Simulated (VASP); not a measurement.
# Hf (Im-3m) in VASP: a series of runs

Hf is run at these levels: PBEsol; tasks: single point.

Program: VASP 6.6.1. These are calculated values, not measurements. Logs are shortened: lines on timing, memory, paths and dates and some standing lists are left out, and cuts for length are marked.

### 1 The cell of the first run

The structure is cubic, space group Im-3m (No. 229). The conventional cell has a = 3.536 Å, b = 3.536 Å, c = 3.536 Å, α = 90.00°, β = 90.00°, γ = 90.00°. Hf (site symmetry m-3m) has 14 Hf at 3.06 to 3.54 Å within 4.0 Å.

### 2 Single point, PBEsol

Input file INCAR:

```
PREC     = Accurate       # precision mode
ENCUT    = 500            # plane-wave cutoff, eV
EDIFF    = 1E-6           # SCF threshold, eV
ISMEAR   = -1             # smearing method
SIGMA    = 0.02           # smearing width, eV
LREAL    = F              # projectors in reciprocal space
LASPH    = T              # aspherical terms in the spheres
NELM     = 120            # most SCF steps
ALGO     = Normal         # electronic algorithm
ISIF     = 2              # what is computed and relaxed
LWAVE    = F              # write WAVECAR
LCHARG   = T              # write CHGCAR
GGA      = PS             # functional
LELF     = T              # ELF
LVHAR    = T            
NBANDS   = 11             # bands
GGA_COMPAT= F
```

Input file KPOINTS:

```
Automatic mesh
0
Gamma
  7 7 7
```

Input file POSCAR:

```
Hf
1.0
   -1.7680676649      1.7680676649      1.7680676649
    1.7680676649     -1.7680676649      1.7680676649
    1.7680676649      1.7680676649     -1.7680676649
Hf
1
Direct
    0.0000000000      0.0000000000      0.0000000000
```

Potentials or basis: VASP PAW PBE potentials, release 64 (Hf_pv).

Command:

```
$ cat potpaw_PBE.64/Hf_pv/POTCAR > POTCAR
$ mpirun -np 1 vasp_std > vasp.out
```

OUTCAR:

```text
PREC = Accurate
   ENCUT = 500
   EDIFF = 1E-6
   ISMEAR = -1
   LREAL = F
   LASPH = T
   NELM = 120
   ISIF = 2
   GGA = PS

 ion  position               nearest neighbor table
   1  0.000  0.000  0.000-

  LATTYP: Found a body centered cubic cell.
 ALAT       =     3.5361353298

  Lattice vectors:

 A1 = (  -1.7680676649,   1.7680676649,   1.7680676649)
 A2 = (   1.7680676649,  -1.7680676649,   1.7680676649)
 A3 = (   1.7680676649,   1.7680676649,  -1.7680676649)

Analysis of symmetry for initial positions (statically):
=====================================================================
 Subroutine PRICEL returns:
 Original cell was already a primitive cell.

 Routine SETGRP: Setting up the symmetry group for a
 body centered cubic supercell.

 Subroutine GETGRP returns: Found 48 space group operations
 (whereof 48 operations were pure point group operations)
 out of a pool of 48 trial point group operations.

The static configuration has the point symmetry O_h .

Analysis of symmetry for dynamics (positions and initial velocities):
=====================================================================
 Subroutine PRICEL returns:
 Original cell was already a primitive cell.

 Routine SETGRP: Setting up the symmetry group for a
 body centered cubic supercell.

 Subroutine GETGRP returns: Found 48 space group operations
 (whereof 48 operations were pure point group operations)
 out of a pool of 48 trial point group operations.

The dynamic configuration has the point symmetry O_h .

 Subroutine INISYM returns: Found 48 space group operations
 (whereof 48 operations are pure point group operations),
 and found     1 'primitive' translations

----------------------------------------------------------------------------------------

                                     Primitive cell

  volume of cell :      22.1084

  direct lattice vectors                    reciprocal lattice vectors
    -1.768067665  1.768067665  1.768067665     0.000000000  0.282794607  0.282794607
     1.768067665 -1.768067665  1.768067665     0.282794607  0.000000000  0.282794607
     1.768067665  1.768067665 -1.768067665     0.282794607  0.282794607  0.000000000

  length of vectors
     3.062383027  3.062383027  3.062383027     0.399931968  0.399931968  0.399931968

  position of ions in fractional coordinates (direct lattice)
     0.000000000  0.000000000  0.000000000

  ion indices of the primitive-cell ions
   primitive index   ion index
                 1           1

----------------------------------------------------------------------------------------

 KPOINTS: Automatic mesh

Automatic generation of k-mesh.
 Grid dimensions read from file:
 generate k-points for:    7    7    7

 Generating k-lattice:

  Cartesian coordinates                     Fractional coordinates (reciprocal lattice)
     0.000000000  0.040399230  0.040399230     0.142857143  0.000000000  0.000000000
     0.040399230  0.000000000  0.040399230     0.000000000  0.142857143  0.000000000
     0.040399230  0.040399230  0.000000000     0.000000000  0.000000000  0.142857143

  Length of vectors
     0.057133138  0.057133138  0.057133138

  Shift w.r.t. Gamma in fractional coordinates (k-lattice)
     0.000000000  0.000000000  0.000000000

 Subroutine IBZKPT returns following result:
 ===========================================

 Found     20 irreducible k-points:

 Following reciprocal coordinates:
            Coordinates               Weight
  0.000000  0.000000  0.000000      1.000000
  0.142857  0.000000  0.000000     12.000000
  0.285714  0.000000  0.000000     12.000000
  0.428571  0.000000  0.000000     12.000000
  0.142857  0.142857  0.000000     24.000000
  0.285714  0.142857  0.000000     48.000000
[... 12 lines left out ...]
 -0.428571 -0.428571  0.285714      8.000000
 -0.428571  0.428571  0.428571      6.000000
   k-points           NKPTS =     20   k-points in BZ     NKDIM =     20   number of bands    NBANDS=     11
   number of dos      NEDOS =    301   number of ions     NIONS =      1
   total plane-waves  NPLWV =  13824
   dimension x,y,z NGX =    24 NGY =   24 NGZ =   24
   dimension x,y,z NGXF=    48 NGYF=   48 NGZF=   48
   ions per type =               1
   NGX,Y,Z   is equivalent  to a cutoff of  13.03, 13.03, 13.03 a.u.
   NGXF,Y,Z  is equivalent  to a cutoff of  26.06, 26.06, 26.06 a.u.
 SYSTEM =  unknown system
   PREC   = accura    normal or accurate (medium, high low for compatibility)
   ISTART =      0    job   : 0-new  1-cont  2-samecut
   ICHARG =      2    charge: 1-file 2-atom 10-const
   ISPIN  =      1    spin polarized calculation?
   LNONCOLLINEAR =      F non collinear calculations
   LSORBIT =      F    spin-orbit coupling
   LASPH  =      T    aspherical Exc in radial PAW
   ENCUT  =  500.0 eV  36.75 Ry    6.06 a.u.   5.58  5.58  5.58*2*pi/ulx,y,z
   NELM   =    120;   NELMIN=  2; NELMDL= -5     # of ELM steps
   EDIFF  = 0.1E-05   stopping-criterion for ELM
   LREAL  =      F    real-space projection
   EDIFFG = 0.1E-04   stopping-criterion for IOM
   NSW    =      0    number of steps for IOM
   IBRION =     -1    ionic relax: 0-MD 1-quasi-New 2-CG
   NFREE  =      0    steps in history (QN), initial steepest desc. (CG)
   ISIF   =      2    stress and relaxation
   ISYM   =      2    0-nonsym 1-usesym 2-fastsym
   POTIM  = 0.5000    time-step for ionic-motion
   TEBEG  =    0.0;   TEEND  =   0.0 temperature during run
   PSTRESS=    0.0 pullay stress
   NELECT =      10.0000    total number of electrons
   NUPDOWN=      -1.0000    fix difference up-down
   EMIN   =  10.00;   EMAX   =-10.00  energy-range for DOS
   EFERMI =   0.00;   METHOD = LEGACY
   ISMEAR =    -1;   SIGMA  =   0.02  broadening in eV -4-tet -1-fermi 0-gaus
   EFERMI_NEDOS =   21; number of points for ismear=-14 and -15
   IALGO  =     38    algorithm
   IMIX   =      4    mixing-type and parameters
     AMIX     =   0.40;   BMIX     =  1.00
     AMIX_MAG =   1.60;   BMIX_MAG =  1.00
  volume/ion in A,a.u.               =      22.11       149.19
  Fermi-wavevector in a.u.,A,eV,Ry     =   1.256674  2.374769 21.486721  1.579229
  Thomas-Fermi vector in A             =   2.390370
   LORBIT       =      0    0 simple, 1 ext, 2 COOP (PROOUT), +10 PAW based schemes
   GGA     = PS    functional components
   LHFCALC =     F    Hartree Fock is set to
   AEXX    =    0.0000 exact exchange contribution
   IVDW    =     0    specifies the selected vdW correction
   LEPSILON=     F    determine dielectric tensor
   LRPA    =     F    only Hartree local field effects (RPA)
 non-spin polarized calculation
  energy-cutoff  :      500.00
  volume of cell :       22.11
 maximum number of plane-waves:       579
   NGX = 11   NGY = 11   NGZ = 11

 number of electron      10.0000000 magnetization

 Free energy of the ion-electron system (eV)
  ---------------------------------------------------
  ext. energy  EPLUGINS =         0.00000000
  ---------------------------------------------------
  free energy    TOTEN  =       -10.30609324 eV

  energy without entropy =      -10.30292665  energy(sigma->0) =      -10.30450995

 E-fermi :   4.4934     XC(G=0): -11.4508

 val. band max:        4.4912825406   @ k =  -0.4286  -0.4286   0.1429
 cond. band min:       4.5519238273   @ k =   0.2857   0.1429   0.0000
 fundamental gap:      0.0606412866
 Fermi energy:         4.4933880347

 k-point     1 :       0.0000    0.0000    0.0000
  band No.  band energies     occupation
      1     -25.2803      2.00000
      2     -25.2803      2.00000
      3     -25.2803      2.00000
      4      -2.5862      2.00000
      5       5.9932      0.00000
      6       5.9932      0.00000
      7       5.9932      0.00000
      8       8.8249      0.00000
      9       8.8249      0.00000
     10      17.8766      0.00000
     11      17.8766      0.00000

 k-point     2 :       0.1429    0.0000    0.0000
  band No.  band energies     occupation
      1     -25.4514      2.00000
      2     -25.3339      2.00000
      3     -25.2811      2.00000
      4      -1.8466      2.00000
      5       5.5086      0.00000
      6       5.7068      0.00000
      7       6.7404      0.00000
      8       8.2731      0.00000
      9       8.8358      0.00000
     10      17.7362      0.00000
     11      18.4436      0.00000

 k-point     3 :       0.2857    0.0000    0.0000
  band No.  band energies     occupation
      1     -25.8176      2.00000
      2     -25.4520      2.00000
      3     -25.2828      2.00000
      4      -0.1130      2.00000
      5       4.6180      0.00393
      6       4.8588      0.00000
      7       8.4319      0.00000
      8       8.8363      0.00000
      9       9.0680      0.00000
     10      17.4599      0.00000
     11      17.6954      0.00000

 k-point     4 :       0.4286    0.0000    0.0000
  band No.  band energies     occupation
      1     -26.0954      2.00000
      2     -25.5447      2.00000
      3     -25.2844      2.00000
      4       0.9879      2.00000
      5       4.0308      2.00000
      6       5.3081      0.00000
      7       8.7145      0.00000
      8       9.5550      0.00000
      9      11.5474      0.00000
     10      15.2547      0.00000
     11      15.4025      0.00000
[... 183 lines left out ...]
 k-point    18 :      -0.4286    0.4286    0.2857
  band No.  band energies     occupation
      1     -25.9514      2.00000
      2     -25.7421      2.00000
      3     -25.6597      2.00000
      4       2.5144      2.00000
      5       2.9428      2.00000
      6       6.8223      0.00000
      7       6.8737      0.00000
      8      10.4554      0.00000
      9      10.9393      0.00000
     10      15.3947      0.00000
     11      16.8910      0.00000

 k-point    19 :      -0.4286   -0.4286    0.2857
  band No.  band energies     occupation
      1     -25.8951      2.00000
      2     -25.8951      2.00000
      3     -25.6822      2.00000
      4       2.5286      2.00000
      5       2.5286      2.00000
      6       6.3804      0.00000
      7       9.6367      0.00000
      8       9.6367      0.00000
      9      13.2909      0.00000
     10      14.0476      0.00000
     11      14.0476      0.00000

 k-point    20 :      -0.4286    0.4286    0.4286
  band No.  band energies     occupation
      1     -25.8785      2.00000
      2     -25.8482      2.00000
      3     -25.8482      2.00000
      4       2.0837      2.00000
      5       2.1063      2.00000
      6       9.4169      0.00000
      7       9.4169      0.00000
      8      10.6677      0.00000
      9      10.9296      0.00000
     10      14.1629      0.00000
     11      14.1629      0.00000

------------------------ aborting loop because EDIFF is reached ----------------------------------------

  FORCE on cell =-STRESS in cart. coord.  units (eV):
  Direction    XX          YY          ZZ          XY          YZ          ZX
  --------------------------------------------------------------------------------------
  -------------------------------------------------------------------------------------
  Total       -0.3081226     -0.3081226     -0.3081226      0.0000000      0.0000000      0.0000000
  in kB      -22.3294265    -22.3294265    -22.3294265      0.0000000      0.0000000      0.0000000
  external PRESSURE =     -22.3294265 kB  Pullay stress =       0.0000000 kB

 VOLUME and BASIS-vectors are now :
 -----------------------------------------------------------------------------
  energy-cutoff  :      500.00
  volume of cell :       22.11
      direct lattice vectors                 reciprocal lattice vectors
    -1.768067665  1.768067665  1.768067665     0.000000000  0.282794607  0.282794607
     1.768067665 -1.768067665  1.768067665     0.282794607  0.000000000  0.282794607
     1.768067665  1.768067665 -1.768067665     0.282794607  0.282794607  0.000000000

 POSITION                                       TOTAL-FORCE (eV/Angst)
 -----------------------------------------------------------------------------------
      0.00000      0.00000      0.00000         0.000000      0.000000     -0.000000
 -----------------------------------------------------------------------------------
    total drift:                                0.000000      0.000000     -0.000000

  FREE ENERGIE OF THE ION-ELECTRON SYSTEM (eV)
  ---------------------------------------------------
  free  energy   TOTEN  =       -10.3060932428 eV

  energy  without entropy=      -10.3029266483  energy(sigma->0) =      -10.30450995
```

Run time: 4 s. Hardware: 1 thread of Intel Xeon Platinum 8259CL at 2.50GHz (Skylake/Cascade Lake), shared host; peak memory 0.14 GiB.

Results:

* Free energy: -10.3061 eV
* Pressure: -2.2 GPa
* Band gap on the k mesh: zero (band 5 reaches 5.99 eV, above the bottom of band 6 at 4.00 eV)

Levels at points of the mesh, in eV from the Fermi level:
```csv
k point,band 2,band 3,band 4,band 5,band 6,band 7,band 8,band 9
"(0.00, 0.00, 0.00)",-29.77,-29.77,-7.08,1.50,1.50,1.50,4.33,4.33
```

Caveat: the PAW data sets were made with another functional, which shifts forces and pressure a little; spin-orbit coupling is left out, which moves the levels of the heavy elements.

### 3 Single point, PBEsol

This run uses another cell than the first one, of 21.73 Å³/atom, 0.983 times its volume.

INCAR: that of step 2 with these lines changed.

```diff
@@ -11,6 +11,4 @@
 LWAVE    = F              # write WAVECAR
-LCHARG   = T              # write CHGCAR
+LCHARG   = F              # write CHGCAR
 GGA      = PS             # functional
-LELF     = T              # ELF
-LVHAR    = T            
 NBANDS   = 11             # bands
```

KPOINTS is that of step 2.

Input file POSCAR:

```
Hf
1.0
   -1.7580066382      1.7580066382      1.7580066382
    1.7580066382     -1.7580066382      1.7580066382
    1.7580066382      1.7580066382     -1.7580066382
Hf
1
Direct
    0.0000000000      0.0000000000      0.0000000000
```

Potentials or basis: VASP PAW PBE potentials, release 64 (Hf_pv).

Command:

```
$ cat potpaw_PBE.64/Hf_pv/POTCAR > POTCAR
$ mpirun -np 1 vasp_std > vasp.out
```

Run time: 3.6 s. Hardware: 1 thread of Intel Xeon Platinum 8259CL at 2.50GHz (Skylake/Cascade Lake), shared host; peak memory 0.13 GiB.

The run converged. Its results:

```
Free energy            : -10.3090 eV
Pressure               : -0.3 GPa
Band gap on the k mesh : zero (band 5 reaches 6.12 eV, above the bottom of band 6 at 4.12 eV)
```

Levels at points of the mesh, in eV from the Fermi level:
```csv
k point,band 2,band 3,band 4,band 5,band 6,band 7,band 8,band 9
"(0.00, 0.00, 0.00)",-29.70,-29.70,-7.13,1.52,1.52,1.52,4.40,4.40
```

Caveat: the k points lie up to 0.36 Å⁻¹ apart; the PAW data sets were made with another functional, which shifts forces and pressure a little; spin-orbit coupling is left out, which moves the levels of the heavy elements.
